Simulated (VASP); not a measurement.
A run of VASP 6.6.1:

INCAR

```
SYSTEM = Cu3Pt
ALGO = Normal
EDIFF = 1E-8
ENCUT = 520
ISIF = 2
ISMEAR = -1
LASPH = .TRUE.
LCHARG = .FALSE.
LEFG = .TRUE.
LREAL = .FALSE.
LWAVE = .FALSE.
NBANDS = 30
NELM = 100
PREC = Accurate
SIGMA = 0.05
```

KPOINTS

```
k-points
0
G
  9 9 9
  0 0 0
```

POSCAR

```
Cu3Pt
1.0
    3.7345702525      0.0000000000      0.0000000000
    0.0000000000      3.7345702525      0.0000000000
    0.0000000000      0.0000000000      3.7345702525
Cu Pt
3 1
Direct
    0.0000000000      0.5000000000      0.5000000000
    0.5000000000      0.0000000000      0.5000000000
    0.5000000000      0.5000000000      0.0000000000
    0.0000000000      0.0000000000      0.0000000000
```

Potentials or basis: VASP PAW LDA potentials, release 64 (Cu, Pt).

The run is started by

```sh
$ cat potpaw_LDA.64/Cu/POTCAR potpaw_LDA.64/Pt/POTCAR > POTCAR
$ mpirun -np 1 vasp_std > vasp.out
```

Hardware: 1 thread of Intel(R) Xeon(R) Platinum 8488C (Sapphire Rapids), on a shared host.

Q: Estimate the wall time of this run.

A: It took 38 s on 1 thread of Intel(R) Xeon(R) Platinum 8488C (Sapphire Rapids) (shared host), peak memory 0.17 GiB. Counts: scf iterations 16, k points 35.
